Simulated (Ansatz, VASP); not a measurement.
# One calculation of CdHgS2, two programs

INCAR

```
SYSTEM = CdHgS2
ALGO = Normal
EDIFF = 1E-7
EDIFFG = -0.01
ENCUT = 600
GGA = PE
IBRION = 2
ISIF = 3
ISMEAR = 0
LASPH = .TRUE.
LCHARG = .FALSE.
LREAL = .FALSE.
LWAVE = .FALSE.
NELM = 100
NSW = 100
PREC = Accurate
SIGMA = 0.01
```

The input KPOINTS:

```
k-points
0
G
  8 8 6
  0 0 0
```

POSCAR

```
CdHgS2
1.0
    4.2210602454      0.0000000000      0.0000000000
    0.0000000000      4.2210602454      0.0000000000
    0.0000000000      0.0000000000      5.9399450134
Cd Hg S
1 1 2
Direct
    0.0000000000      0.0000000000      0.0000000000
    0.5000000000      0.5000000000      0.5000000000
    0.5000000000      0.0000000000      0.2455643330
    0.0000000000      0.5000000000      0.7544356670
```

Input for Ansatz:

```yaml
crystal:
  lattice:
    - [4.2210602454, 0.0, 0.0]
    - [0.0, 4.2210602454, 0.0]
    - [0.0, 0.0, 5.9399450134]
  atoms:
    - { symbol: Cd, position: [0.0, 0.0, 0.0] }
    - { symbol: Hg, position: [0.5, 0.5, 0.5] }
    - { symbol: S, position: [0.5, 0.0, 0.245564333] }
    - { symbol: S, position: [0.0, 0.5, 0.754435667] }
basis:
  ecutwfc: 420
kpoints:
  mp_grid: { grid: [8, 8, 6] }
hamiltonian:
  xc: pbe
scf:
  occupations: { method: gaussian, width: 0.01 }
output:
  forces: true
  stress: true
  eigenvalues: true
  write_density: true
  write_potential: true
  elf: true
  volumetric_format: npy
relax:
  adjacent_minimum: "off"
  f_tol: 0.01
  max_steps: 80
  cell: { stress_tol: 0.05 }
```

Alike in both runs: task relaxation of cell and atoms; functional PBE; k mesh 8 × 8 × 6; occupations gaussian, width 0.01 eV; no spin polarisation.

```csv
,VASP,Ansatz
version,VASP 6.6.1,Ansatz 0.2.0
potentials or method,"VASP PAW PBE potentials, release 64 (Cd, Hg, S), cutoff 600 eV","scalar-relativistic, plane waves, PAW"
valence electrons in the cell,36,52
```

|  | VASP | Ansatz | Ansatz less VASP |
| --- | --- | --- | --- |
| gap on the k mesh at the Fermi level, each at its own relaxed structure (eV) | 0.22 | 0.22 | +0.009 |
| relaxed volume (Å³/atom) | 26.58 | 26.44 | -0.140 |
| relaxed length of the cell vector where the two differ most in proportion (Å) | 4.227 | 4.219 | -0.0075 |

VASP's potentials hold 36 valence electrons a cell and Ansatz's 52, so a difference there can come from the potentials and not from the codes.

Neither program's run includes spin-orbit coupling.
